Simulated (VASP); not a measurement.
Crystal: Li2RuN2.

```
Ru N Li
1.0
     3.16423    0.00000    0.00000
    -1.58212    2.74031    0.00000
     0.00000    0.00000    5.21145
Ru N Li
1 2 2
Direct
  0.00000 0.00000 0.00000
  0.33333 0.66667 0.21301
  0.66667 0.33333 0.78699
  0.33333 0.66667 0.63982
  0.66667 0.33333 0.36018
```

* Program: VASP 6.6.1
* Task: relaxation of cell and atoms
* Functional: r2SCAN
* Potentials or basis: VASP PAW PBE potentials, release 64 (Ru_pv, N, Li_sv)
* Cutoff: 600 eV
* k mesh: 10 × 10 × 5
* Occupations: fermi-dirac, width 0.05 eV
* Spin: no spin polarisation

At the start: pressure -5.8 GPa; volume 9.04 Å³/atom.

Question: How do energy, volume and symmetry change on relaxing?

Answer: Over 8 steps the energy falls by 4.8 meV/atom and the volume is 8.77 Å³/atom (-3.0 %); space group P-3m1 (No. 164, to 0.05 Å).

The path:
```csv
step,energy change (eV),largest force (eV/Å),pressure (GPa),volume (Å³)
1,0.0000,0.1913,-5.79,45.19
2,-0.0084,0.3507,4.67,43.08
3,-0.0233,0.0965,-0.25,44.01
4,-0.0233,0.1024,-0.12,43.98
5,-0.0239,0.0471,-0.06,43.92
6,-0.0241,0.0318,-0.01,43.86
7,-0.0242,0.0122,0.01,43.85
8,-0.0242,0.0013,0.02,43.85
```

Final structure:
```cif
data_structure
_symmetry_space_group_name_H-M 'P 1'
_symmetry_Int_Tables_number 1
_cell_length_a 3.1267
_cell_length_b 3.1267
_cell_length_c 5.1789
_cell_angle_alpha 90.000
_cell_angle_beta 90.000
_cell_angle_gamma 120.000
_cell_volume 43.85
loop_
_atom_site_label
_atom_site_type_symbol
_atom_site_fract_x
_atom_site_fract_y
_atom_site_fract_z
_atom_site_occupancy
Ru1 Ru 0.00000 0.00000 0.00000 1
N1 N 0.33333 0.66667 0.21375 1
N2 N 0.66667 0.33333 0.78625 1
Li1 Li 0.33333 0.66667 0.63966 1
Li2 Li 0.66667 0.33333 0.36034 1
```

Caveat: the cutoff is under 1.25 times the usual one of these potentials, so pressure, stress and relaxed cells hold a basis-set (Pulay) error; the PAW data sets were made with another functional, which shifts forces and pressure a little.
